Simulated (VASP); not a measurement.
Wanted: the native input for a VASP 6.6.1 run.

```
Task                   : single point
Functional             : LDA
Potentials or basis    : VASP PAW LDA potentials, release 64 (Al, N)
Cutoff                 : 520 eV
k mesh                 : 10 × 10 × 10
Occupations            : gaussian, width 0.05 eV
Spin                   : no spin polarisation
Dipole correction      : no
Further INCAR settings : ALGO = Normal; EDIFF = 1e-06; NBANDS = 11
```

The structure of AlN lies in POSCAR:

```
AlN
1.0
    0.0000000000      2.1839935596      2.1839935596
    2.1839935596      0.0000000000      2.1839935596
    2.1839935596      2.1839935596      0.0000000000
Al N
1 1
Direct
   -0.0133705599     -0.0133705599      0.0133705599
    0.7757555705      0.7757555705      0.7242444295
```

This cell differs from its parent crystal: mode 4 (647.2 1/cm) frozen in, largest displacement +0.113 Å.

The input as run:

INCAR

```
PREC = Accurate
ENCUT = 520
EDIFF = 1E-6
ISMEAR = 0
SIGMA = 0.05
LREAL = F
LASPH = T
NELM = 100
ALGO = Normal
ISIF = 2
LWAVE = F
LCHARG = F
GGA = CA
NBANDS = 11
```

KPOINTS

```
regular mesh
0
Gamma
  10 10 10
```

Potentials or basis: VASP PAW LDA potentials, release 64 (Al, N).

Launch:

```console
$ cat potpaw_LDA.64/Al/POTCAR potpaw_LDA.64/N/POTCAR > POTCAR
$ mpirun -np 1 vasp_std > vasp.out
```

It gave:

- Pressure: 0.6 GPa
- Largest force: 2.403 eV/Å
- Band gap on the k mesh: 2.79 eV, indirect (least direct gap 3.76 eV)

Caveat: the cell differs from its parent crystal (mode 4 (647.2 1/cm) frozen in, largest displacement +0.113 Å); forces of over 1 eV/Å act on the atoms, so gaps and moduli don't describe the material at rest.

Run time: 20 s on 1 thread of Intel(R) Xeon(R) Platinum 8259CL CPU @ 2.50GHz (Skylake/Cascade Lake) (shared host), peak memory 0.15 GiB.
